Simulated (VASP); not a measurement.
# S (Pm-3m) in VASP: a series of runs, part 2 of 2

VASP 6.6.1. The steps go on from the part before.

## 3. Single point, PBE

This run uses another cell than the first one, of 14.52 Å³/atom, 1.062 times its volume.

INCAR

```
PREC = Accurate
ENCUT = 520
EDIFF = 1E-6
ISMEAR = 1
SIGMA = 0.05
LREAL = F
LASPH = T
NELM = 80
ALGO = Normal
ISIF = 2
LWAVE = F
LCHARG = F
GGA = PE
NBANDS = 9
```

KPOINTS

```
Automatic mesh
0
Gamma
  17 17 17
```

POSCAR

```
S
1.0
    2.4397363896      0.0000000000      0.0000000000
    0.0000000000      2.4397363896      0.0000000000
    0.0000000000      0.0000000000      2.4397363896
S
1
Direct
    0.0000000000      0.0000000000      0.0000000000
```

Potentials or basis: VASP PAW PBE potentials, release 64 (S).

On the command line:

```
> cat potpaw_PBE.64/S/POTCAR > POTCAR
> mpirun -np 1 vasp_std > vasp.out
```

OUTCAR:

```text
PREC = Accurate
   ENCUT = 520
   EDIFF = 1E-6
   ISMEAR = 1
   LREAL = F
   LASPH = T
   NELM = 80
   ISIF = 2
   GGA = PE

 ion  position               nearest neighbor table
   1  0.000  0.000  0.000-

  LATTYP: Found a simple cubic cell.
 ALAT       =     2.4397363896

  Lattice vectors:

 A1 = (   2.4397363896,   0.0000000000,   0.0000000000)
 A2 = (   0.0000000000,   2.4397363896,   0.0000000000)
 A3 = (   0.0000000000,   0.0000000000,   2.4397363896)

Analysis of symmetry for initial positions (statically):
=====================================================================
 Subroutine PRICEL returns:
 Original cell was already a primitive cell.

 Routine SETGRP: Setting up the symmetry group for a
 simple cubic supercell.

 Subroutine GETGRP returns: Found 48 space group operations
 (whereof 48 operations were pure point group operations)
 out of a pool of 48 trial point group operations.

The static configuration has the point symmetry O_h .

Analysis of symmetry for dynamics (positions and initial velocities):
=====================================================================
 Subroutine PRICEL returns:
 Original cell was already a primitive cell.

 Routine SETGRP: Setting up the symmetry group for a
 simple cubic supercell.

 Subroutine GETGRP returns: Found 48 space group operations
 (whereof 48 operations were pure point group operations)
 out of a pool of 48 trial point group operations.

The dynamic configuration has the point symmetry O_h .

 Subroutine INISYM returns: Found 48 space group operations
 (whereof 48 operations are pure point group operations),
 and found     1 'primitive' translations

----------------------------------------------------------------------------------------

                                     Primitive cell

  volume of cell :      14.5221

  direct lattice vectors                    reciprocal lattice vectors
     2.439736390  0.000000000  0.000000000     0.409880348  0.000000000  0.000000000
     0.000000000  2.439736390  0.000000000     0.000000000  0.409880348  0.000000000
     0.000000000  0.000000000  2.439736390     0.000000000  0.000000000  0.409880348

  length of vectors
     2.439736390  2.439736390  2.439736390     0.409880348  0.409880348  0.409880348

  position of ions in fractional coordinates (direct lattice)
     0.000000000  0.000000000  0.000000000

  ion indices of the primitive-cell ions
   primitive index   ion index
                 1           1

----------------------------------------------------------------------------------------

 KPOINTS: Automatic mesh

Automatic generation of k-mesh.
 Grid dimensions read from file:
 generate k-points for:   17   17   17

 Generating k-lattice:

  Cartesian coordinates                     Fractional coordinates (reciprocal lattice)
     0.024110609  0.000000000  0.000000000     0.058823529  0.000000000  0.000000000
     0.000000000  0.024110609  0.000000000     0.000000000  0.058823529  0.000000000
     0.000000000  0.000000000  0.024110609     0.000000000  0.000000000  0.058823529

  Length of vectors
     0.024110609  0.024110609  0.024110609

  Shift w.r.t. Gamma in fractional coordinates (k-lattice)
     0.000000000  0.000000000  0.000000000

 Subroutine IBZKPT returns following result:
 ===========================================

 Found    165 irreducible k-points:

 Following reciprocal coordinates:
            Coordinates               Weight
  0.000000  0.000000  0.000000      1.000000
  0.058824  0.000000  0.000000      6.000000
  0.117647  0.000000  0.000000      6.000000
  0.176471  0.000000  0.000000      6.000000
  0.235294  0.000000  0.000000      6.000000
  0.294118  0.000000  0.000000      6.000000
[... 16 lines left out ...]
  0.411765  0.117647  0.000000     24.000000
  0.470588  0.117647  0.000000     24.000000
 [... further k-points ...]
   k-points           NKPTS =    165   k-points in BZ     NKDIM =    165   number of bands    NBANDS=      9
   number of dos      NEDOS =    301   number of ions     NIONS =      1
   total plane-waves  NPLWV =   5832
   dimension x,y,z NGX =    18 NGY =   18 NGZ =   18
   dimension x,y,z NGXF=    36 NGYF=   36 NGZF=   36
   ions per type =               1
   NGX,Y,Z   is equivalent  to a cutoff of  12.27, 12.27, 12.27 a.u.
   NGXF,Y,Z  is equivalent  to a cutoff of  24.53, 24.53, 24.53 a.u.
 SYSTEM =  unknown system
   PREC   = accura    normal or accurate (medium, high low for compatibility)
   ISTART =      0    job   : 0-new  1-cont  2-samecut
   ICHARG =      2    charge: 1-file 2-atom 10-const
   ISPIN  =      1    spin polarized calculation?
   LNONCOLLINEAR =      F non collinear calculations
   LSORBIT =      F    spin-orbit coupling
   LASPH  =      T    aspherical Exc in radial PAW
   ENCUT  =  520.0 eV  38.22 Ry    6.18 a.u.   4.54  4.54  4.54*2*pi/ulx,y,z
   NELM   =     80;   NELMIN=  2; NELMDL= -5     # of ELM steps
   EDIFF  = 0.1E-05   stopping-criterion for ELM
   LREAL  =      F    real-space projection
   EDIFFG = 0.1E-04   stopping-criterion for IOM
   NSW    =      0    number of steps for IOM
   IBRION =     -1    ionic relax: 0-MD 1-quasi-New 2-CG
   NFREE  =      0    steps in history (QN), initial steepest desc. (CG)
   ISIF   =      2    stress and relaxation
   ISYM   =      2    0-nonsym 1-usesym 2-fastsym
   POTIM  = 0.5000    time-step for ionic-motion
   TEBEG  =    0.0;   TEEND  =   0.0 temperature during run
   PSTRESS=    0.0 pullay stress
   NELECT =       6.0000    total number of electrons
   NUPDOWN=      -1.0000    fix difference up-down
   EMIN   =  10.00;   EMAX   =-10.00  energy-range for DOS
   EFERMI =   0.00;   METHOD = LEGACY
   ISMEAR =     1;   SIGMA  =   0.05  broadening in eV -4-tet -1-fermi 0-gaus
   EFERMI_NEDOS =   21; number of points for ismear=-14 and -15
   IALGO  =     38    algorithm
   IMIX   =      4    mixing-type and parameters
     AMIX     =   0.40;   BMIX     =  1.00
     AMIX_MAG =   1.60;   BMIX_MAG =  1.00
  volume/ion in A,a.u.               =      14.52        98.00
  Fermi-wavevector in a.u.,A,eV,Ry     =   1.219314  2.304170 20.228155  1.486727
  Thomas-Fermi vector in A             =   2.354571
   LORBIT       =      0    0 simple, 1 ext, 2 COOP (PROOUT), +10 PAW based schemes
   GGA     = PE    functional components
   LHFCALC =     F    Hartree Fock is set to
   AEXX    =    0.0000 exact exchange contribution
   IVDW    =     0    specifies the selected vdW correction
   LEPSILON=     F    determine dielectric tensor
   LRPA    =     F    only Hartree local field effects (RPA)
 non-spin polarized calculation
 Methfessel and Paxton  Order N= 1 SIGMA  =   0.05
  energy-cutoff  :      520.00
  volume of cell :       14.52
 maximum number of plane-waves:       405
   NGX =  9   NGY =  9   NGZ =  9

 number of electron       5.9999996 magnetization

 Free energy of the ion-electron system (eV)
  ---------------------------------------------------
  ext. energy  EPLUGINS =         0.00000000
  ---------------------------------------------------
  free energy    TOTEN  =        -3.36137097 eV

  energy without entropy =       -3.36139209  energy(sigma->0) =       -3.36137801

 E-fermi :   9.5433     XC(G=0): -11.3606

 val. band max:        9.5308834362   @ k =   0.4706   0.1765   0.0588
 cond. band min:       9.6039845087   @ k =   0.2353   0.1176   0.1176
 fundamental gap:      0.0731010725
 Fermi energy:         9.5433097721

 k-point     1 :       0.0000    0.0000    0.0000
  band No.  band energies     occupation
      1      -9.2488      2.00000
      2      11.4370      0.00000
      3      11.4370      0.00000
      4      11.4370      0.00000
      5      16.3206      0.00000
      6      16.3206      0.00000
      7      21.3060      0.00000
      8      32.7962      0.00000
      9      32.7962      0.00000

 k-point     2 :       0.0588    0.0000    0.0000
  band No.  band energies     occupation
      1      -9.1760      2.00000
      2      10.5701      0.00000
      3      11.4885      0.00000
      4      11.4885      0.00000
      5      16.3802      0.00000
      6      17.1077      0.00000
      7      21.5603      0.00000
      8      32.2090      0.00000
      9      32.2123      0.00000
[... 253 lines left out ...]
 k-point    24 :       0.4706    0.1176    0.0000
  band No.  band energies     occupation
      1      -5.5028      2.00000
      2       0.1607      2.00000
      3      11.2240      0.00000
      4      13.6144      0.00000
      5      20.0475      0.00000
      6      20.2714      0.00000
      7      23.9512      0.00000
      8      25.9300      0.00000
      9      27.3207      0.00000

 [... further k-points ...]
[... 5 lines left out ...]
  --------------------------------------------------------------------------------------
  -------------------------------------------------------------------------------------
  Total        1.7983622      1.7983622      1.7983622     -0.0000000      0.0000000     -0.0000000
  in kB      198.4079373    198.4079373    198.4079373     -0.0000000      0.0000000     -0.0000000
  external PRESSURE =     198.4079373 kB  Pullay stress =       0.0000000 kB

 VOLUME and BASIS-vectors are now :
 -----------------------------------------------------------------------------
  energy-cutoff  :      520.00
  volume of cell :       14.52
      direct lattice vectors                 reciprocal lattice vectors
     2.439736390  0.000000000  0.000000000     0.409880348  0.000000000  0.000000000
     0.000000000  2.439736390  0.000000000     0.000000000  0.409880348  0.000000000
     0.000000000  0.000000000  2.439736390     0.000000000  0.000000000  0.409880348

 POSITION                                       TOTAL-FORCE (eV/Angst)
 -----------------------------------------------------------------------------------
      0.00000      0.00000      0.00000         0.000000      0.000000      0.000000
 -----------------------------------------------------------------------------------
    total drift:                               -0.000000      0.000000      0.000000

  FREE ENERGIE OF THE ION-ELECTRON SYSTEM (eV)
  ---------------------------------------------------
  free  energy   TOTEN  =        -3.3613709701 eV

  energy  without entropy=       -3.3613920862  energy(sigma->0) =       -3.36137801
```

Run time: 13 s. Hardware: 1 thread of Intel Xeon Platinum 8375C at 2.90GHz (Ice Lake), shared host; peak memory 0.12 GiB.

What came out:

| Property | Result |
| --- | --- |
| Free energy | -3.3614 eV |
| Pressure | 19.8 GPa |
| Band gap on the k mesh | zero (band 3 reaches 13.43 eV, above the bottom of band 4 at 5.27 eV) |

Levels at points of the mesh, in eV from the Fermi level:
```csv
k point,band 1,band 2,band 3,band 4,band 5,band 6,band 7,band 8
"(0.00, 0.00, 0.00)",-18.79,1.89,1.89,1.89,6.78,6.78,11.76,23.25
```

## 4. Single point, PBE

This run uses another cell than the first one, of 15.58 Å³/atom, 1.139 times its volume.

INCAR

```
SYSTEM = S
ALGO = Normal ; EDIFF = 1E-7
ENCUT = 520 ; GGA = PE
ISIF = 2 ; ISMEAR = 1
LASPH = .True. ; LCHARG = .False.
LREAL = .False. ; LWAVE = .False.
NBANDS = 9 ; NELM = 100
PREC = Accurate ; SIGMA = 0.05
```

KPOINTS

```
k-points
0
Gamma
  17 17 17
  0 0 0
```

POSCAR

```
S
1.0
    2.4974784208      0.0000000000      0.0000000000
    0.0000000000      2.4974784208      0.0000000000
    0.0000000000      0.0000000000      2.4974784208
S
1
Direct
    0.0000000000      0.0000000000      0.0000000000
```

On the command line:

```
> cat potpaw_PBE.64/S/POTCAR > POTCAR
> mpirun -np 1 vasp_std > vasp.out
```

Run time: 14 s. Hardware: 1 thread of Intel Xeon Platinum 8375C at 2.90GHz (Ice Lake), shared host; peak memory 0.13 GiB.

Results (log left out):

- Free energy: -3.4576 eV
- Pressure: 9.8 GPa
- Band gap on the k mesh: zero (band 3 reaches 11.91 eV, above the bottom of band 4 at 4.38 eV)

Levels at points of the mesh, in eV from the Fermi level:
```
           k point  band 1  band 2  band 3  band 4  band 5  band 6
(0.00, 0.00, 0.00)  -17.94    1.76    1.76    1.76    7.09    7.09
```

## 5. Single point, PBE

This run uses another cell than the first one, of 17.21 Å³/atom, 1.259 times its volume.

INCAR

```
PREC = Accurate
ENCUT = 520
EDIFF = 1E-6
ISMEAR = 1
SIGMA = 0.05
LREAL = F
LASPH = T
NELM = 100
ALGO = Normal
ISIF = 2
LWAVE = F
LCHARG = T
GGA = PE
LELF = T
LVHAR = T
NBANDS = 9
```

KPOINTS

```
regular mesh
0
Gamma
  17 17 17
```

POSCAR

```
S
1.0
    2.5816747789      0.0000000000      0.0000000000
    0.0000000000      2.5816747789      0.0000000000
    0.0000000000      0.0000000000      2.5816747789
S
1
Direct
    0.0000000000      0.0000000000      0.0000000000
```

On the command line:

```
> cat potpaw_PBE.64/S/POTCAR > POTCAR
> mpirun -np 1 vasp_std > vasp.out
```

Wall time 11 s (1 thread of Intel Xeon Platinum 8375C at 2.90GHz (Ice Lake), shared host); peak memory 0.13 GiB.

Results (log left out):

* Free energy: -3.5027 eV
* Pressure: -0.2 GPa
* Band gap on the k mesh: zero (band 3 reaches 9.93 eV, above the bottom of band 4 at 3.25 eV)

Levels at points of the mesh, in eV from the Fermi level:
| k point | band 1 | band 2 | band 3 | band 4 | band 5 | band 6 | band 7 | band 8 |
| --- | --- | --- | --- | --- | --- | --- | --- | --- |
| (0.00, 0.00, 0.00) | -16.86 | 1.56 | 1.56 | 1.56 | 7.48 | 7.48 | 10.41 | 21.72 |

## 6. Relaxation of cell and atoms, PBE

This run uses another cell than the first one, of 20.35 Å³/atom, 1.488 times its volume.

INCAR

```
SYSTEM = S
PREC     = Accurate       ! precision mode
ENCUT    = 600            ! plane-wave cutoff, eV
EDIFF    = 1E-6           ! SCF threshold, eV
ISMEAR   = 1              ! smearing method
SIGMA    = 0.05           ! smearing width, eV
LREAL    = .False.        ! projectors in reciprocal space
LASPH    = .True.         ! aspherical terms in the spheres
NELM     = 80             ! most SCF steps
ALGO     = Normal         ! electronic algorithm
ISIF     = 3              ! what is computed and relaxed
LWAVE    = .False.        ! write WAVECAR
LCHARG   = .False.        ! write CHGCAR
GGA      = PE             ! functional
IBRION   = 2              ! ionic algorithm
NSW      = 60             ! ionic steps
EDIFFG   = -0.03          ! ionic threshold
```

KPOINTS

```
regular mesh
0
Gamma
  17 17 17
  0 0 0
```

POSCAR

```
S
1.0
    2.7300000000      0.0000000000      0.0000000000
    0.0000000000      2.7300000000      0.0000000000
    0.0000000000      0.0000000000      2.7300000000
S
1
Direct
    0.0000000000      0.0000000000      0.0000000000
```

Potentials or basis: VASP PAW PBE potentials, release 64 (S).

On the command line:

```
> cat potpaw_PBE.64/S/POTCAR > POTCAR
> mpirun -np 1 vasp_std > vasp.out
```

OUTCAR:

```text
SYSTEM = S
   PREC = Accurate
   ENCUT = 600
   EDIFF = 1E-6
   ISMEAR = 1
   LREAL = .False.
   LASPH = .True.
   NELM = 80
   ISIF = 3
   GGA = PE
   IBRION = 2
   NSW = 60
   EDIFFG = -0.03

 ion  position               nearest neighbor table
   1  0.000  0.000  0.000-

  LATTYP: Found a simple cubic cell.
 ALAT       =     2.7300000000

  Lattice vectors:

 A1 = (   2.7300000000,   0.0000000000,   0.0000000000)
 A2 = (   0.0000000000,   2.7300000000,   0.0000000000)
 A3 = (   0.0000000000,   0.0000000000,   2.7300000000)

Analysis of symmetry for initial positions (statically):
=====================================================================
 Subroutine PRICEL returns:
 Original cell was already a primitive cell.

 Routine SETGRP: Setting up the symmetry group for a
[... 172 lines left out ...]
 val. band max:        4.5959502887   @ k =   0.4706   0.4118   0.2353
 cond. band min:       4.6271068417   @ k =   0.3529   0.1765   0.1765
 fundamental gap:      0.0311565530
 Fermi energy:         4.5976738736

 k-point     1 :       0.0000    0.0000    0.0000
  band No.  band energies     occupation
      1     -10.6991      2.00000
      2       5.8620      0.00000
      3       5.8620      0.00000
      4       5.8620      0.00000
      5      12.6364      0.00000
      6      12.6364      0.00000
      7      13.8570      0.00000
[... 299 lines left out ...]
--------------------------------------- Ionic step        3  -------------------------------------------

 number of electron       5.9999999 magnetization

 Free energy of the ion-electron system (eV)
  ---------------------------------------------------
  ext. energy  EPLUGINS =         0.00000000
  ---------------------------------------------------
  free energy    TOTEN  =        -3.50302439 eV

  energy without entropy =       -3.50296638  energy(sigma->0) =       -3.50300505

 E-fermi :   6.8937     XC(G=0): -10.5639

 val. band max:        6.8863982803   @ k =   0.1765   0.1176   0.0000
 cond. band min:       6.9249250061   @ k =   0.1765   0.1176   0.0588
 fundamental gap:      0.0385267259
 Fermi energy:         6.8937071155

 k-point     1 :       0.0000    0.0000    0.0000
  band No.  band energies     occupation
      1      -9.9878      2.00000
      2       8.4570      0.00000
      3       8.4570      0.00000
      4       8.4570      0.00000
      5      14.3661      0.00000
      6      14.3661      0.00000
      7      17.3138      0.00000
[... 258 lines left out ...]
  FREE ENERGIE OF THE ION-ELECTRON SYSTEM (eV)
  ---------------------------------------------------
  free  energy   TOTEN  =        -3.5030243942 eV

  energy  without entropy=       -3.5029663751  energy(sigma->0) =       -3.50300505

 reached required accuracy - stopping structural energy minimisation
```

OSZICAR:

```text
N       E                     dE             d eps       ncg     rms          rms(c)
DAV:   1     0.111332690335E+02    0.11133E+02   -0.29986E+03  2310   0.781E+02
DAV:   2    -0.309791236007E+01   -0.14231E+02   -0.13863E+02  3262   0.894E+01
DAV:   3    -0.338504171380E+01   -0.28713E+00   -0.28629E+00  2758   0.144E+01
[... 20 lines left out ...]
DAV:   2    -0.350412192662E+01    0.31905E-02   -0.38443E-03  2618   0.497E-01    0.281E-01
DAV:   3    -0.350303183911E+01    0.10901E-02   -0.33994E-03  2331   0.373E-01    0.113E-01
DAV:   4    -0.350302616372E+01    0.56754E-05   -0.22980E-05  3150   0.464E-02    0.273E-02
DAV:   5    -0.350302478856E+01    0.13752E-05   -0.74426E-07  1841   0.703E-03    0.829E-03
DAV:   6    -0.350302439419E+01    0.39437E-06   -0.71218E-08  1302   0.266E-03
   3 F= -.35030244E+01 E0= -.35030051E+01  d E =-.112787E+00
```

CONTCAR:

```text
S
   1.00000000000000
     2.5800873804815700   -0.0000000000000000   -0.0000000000000000
    -0.0000000000000000    2.5800873804815700   -0.0000000000000000
     0.0000000000000000   -0.0000000000000000    2.5800873804815700
  S
     1
Direct
     0.0000000000000000    0.0000000000000000    0.0000000000000000

  0.00000000E+00  0.00000000E+00  0.00000000E+00
```

It took 24 s on 1 thread of Intel Xeon Platinum 8375C at 2.90GHz (Ice Lake), shared host; peak memory 0.15 GiB.

What came out:

- Free energy: -3.5030 eV
- Relaxed volume: 17.18 Å³/atom
- Relaxed cell: a = 2.580 Å, b = 2.580 Å, c = 2.580 Å, α = 90.00°, β = 90.00°, γ = 90.00°
- Space group after relaxing (to 0.05 Å): Pm-3m (No. 221)
- Energy gained by relaxing: 112.8 meV/atom
- Ionic steps: 3
- Pressure after relaxing: 0.0 GPa
- Band gap on the k mesh: zero (band 3 reaches 9.96 eV, above the bottom of band 4 at 3.27 eV)

The path:
```tsv
step	energy change (eV)	largest force (eV/Å)	pressure (GPa)	volume (Å³)
1	0.0000	0.0000	-9.86	20.35
2	-0.1113	0.0000	1.55	16.88
3	-0.1128	0.0000	0.03	17.18
```

Final structure:
```
S
1.0
     2.58009    0.00000    0.00000
     0.00000    2.58009    0.00000
     0.00000    0.00000    2.58009
S
1
Direct
  0.00000 0.00000 0.00000
```

Caveat: the volume moved by over 15 % at a fixed basis, so the end points are rough.

## 7. The runs side by side

| task | cell | cutoff (eV) | gap on the mesh (eV) | pressure (GPa) |
| --- | --- | --- | --- | --- |
| single point | a = 2.391 Å, 1 atom | 520 | none | 29.7 |
| single point | a = 2.440 Å, 1 atom | 520 | none | 19.8 |
| single point | a = 2.497 Å, 1 atom | 520 | none | 9.8 |
| single point | a = 2.582 Å, 1 atom | 520 | none | -0.2 |
| relaxation of cell and atoms | relaxed from a = 2.730 Å, 1 atom | 600 | none | 0.0 |

Alike in all rows: level PBE; potentials or basis VASP PAW PBE potentials, release 64 (S); no spin polarisation; k mesh 17 × 17 × 17; smearing methfessel-paxton 0.05 eV.

Caveats: the volume moved by over 15 % at a fixed basis, so the end points are rough (some runs).

Total energies depend on the potentials used, so only differences within one code and one set of settings carry meaning.
